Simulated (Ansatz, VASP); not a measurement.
One calculation of ZnCd2TeO2, two programs

Contents of INCAR:

```
  ALGO = Normal
  EDIFF = 1E-7
  EDIFFG = -0.04
  ENCUT = 600
  GGA = PE
  IBRION = 2
  ISIF = 3
  ISMEAR = 0
  LASPH = T
  LCHARG = F
  LREAL = F
  LWAVE = F
  NELM = 60
  NSW = 90
  PREC = Accurate
  SIGMA = 0.1
```

The input KPOINTS:

```
k-points
0
Gamma
  6 6 2
```

Contents of POSCAR:

```
ZnCd2TeO2
1.0
    3.2888800611      0.0000000000      0.0000000000
    0.0000000000      3.2888800611      0.0000000000
    0.0000000000      0.0000000000     10.8901463845
Zn Cd Te O
1 2 1 2
Direct
    0.0000000000      0.0000000000      0.5000000000
    0.5000000000      0.5000000000      0.7383755917
    0.5000000000      0.5000000000      0.2616244083
    0.5000000000      0.5000000000      0.0000000000
    0.0000000000      0.0000000000      0.6695967539
    0.0000000000      0.0000000000      0.3304032461
```

Input for Ansatz:

```yaml
crystal:
  lattice:
    - [3.2888800611, 0.0, 0.0]
    - [0.0, 3.2888800611, 0.0]
    - [0.0, 0.0, 10.8901463845]
  atoms:
    - { symbol: Zn, position: [0.0, 0.0, 0.5] }
    - { symbol: Cd, position: [0.5, 0.5, 0.7383755917] }
    - { symbol: Cd, position: [0.5, 0.5, 0.2616244083] }
    - { symbol: Te, position: [0.5, 0.5, 0.0] }
    - { symbol: O, position: [0.0, 0.0, 0.6695967539] }
    - { symbol: O, position: [0.0, 0.0, 0.3304032461] }
basis:
  ecutwfc: 420
kpoints:
  mp_grid: { grid: [6, 6, 2] }
hamiltonian:
  xc: pbe
scf:
  occupations: { method: gaussian, width: 0.1 }
  lower_state_search: "off"
output:
  forces: true
  stress: true
  eigenvalues: true
relax:
  adjacent_minimum: "off"
  f_tol: 0.04
  max_steps: 70
  cell: { stress_tol: 0.4 }
```

Alike in both runs: task relaxation of cell and atoms; functional PBE; k mesh 6 × 6 × 2; occupations gaussian, width 0.1 eV; no spin polarisation.

|  | VASP | Ansatz |
| --- | --- | --- |
| version | VASP 6.6.1 | Ansatz 0.2.0 |
| potentials or method | VASP PAW PBE potentials, release 64 (Zn, Cd, Te, O), cutoff 600 eV | scalar-relativistic, plane waves, PAW |
| valence electrons in the cell | 54 | 80 |

```csv
,VASP,Ansatz,Ansatz less VASP
"gap on the k mesh at the Fermi level, each at its own relaxed structure (eV)",none,none,-
relaxed volume (Å³/atom),19.64,19.64,-0.001
relaxed length of the cell vector where the two differ most in proportion (Å),11.053,11.020,-0.0326
```

A gap of «none» marks a metal or a gap that the smearing closes. VASP's potentials hold 54 valence electrons a cell and Ansatz's 80, so a difference there can come from the potentials and not from the codes.

Neither program's run includes spin-orbit coupling.
